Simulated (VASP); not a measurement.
Mg, 2 atoms in the cell. Symmetry: P6_3/mmc, No. 194, hexagonal system. The conventional cell has a = 3.221 Å, b = 3.221 Å, c = 5.225 Å, α = 90.00°, β = 90.00°, γ = 120.00°. Mg (site symmetry -6m2) has 12 Mg at 3.21 to 3.22 Å within 4.2 Å. 

| Item | Value |
| --- | --- |
| Program | VASP 6.6.1 |
| Task | single point |
| Functional | r2SCAN |
| Potentials or basis | VASP PAW PBE potentials, release 64 (Mg) |
| Cutoff | 520 eV |
| k mesh | 19 × 19 × 10 |
| Occupations | fermi-dirac, width 0.1 eV |
| Spin | no spin polarisation |
| Dipole correction | no |
| Further INCAR settings | ALGO = Normal; EDIFF = 1e-06; NBANDS = 9 |

Potentials or basis: VASP PAW PBE potentials, release 64 (Mg).

Run with:

```bash
$ cat potpaw_PBE.64/Mg/POTCAR > POTCAR
$ cp INCAR.step1 INCAR
$ mpirun -np 1 vasp_std > vasp.out
$ cp INCAR.step2 INCAR
$ mpirun -np 1 vasp_std > vasp.out
```

Hardware: 1 thread of AMD EPYC 7R13, on a shared host.

Problem. How long does it take, and how much memory?

Solution. Run time: 7 min on 1 thread of AMD EPYC 7R13, with other jobs on the host, peak memory 0.21 GiB. Counts: k points 240.
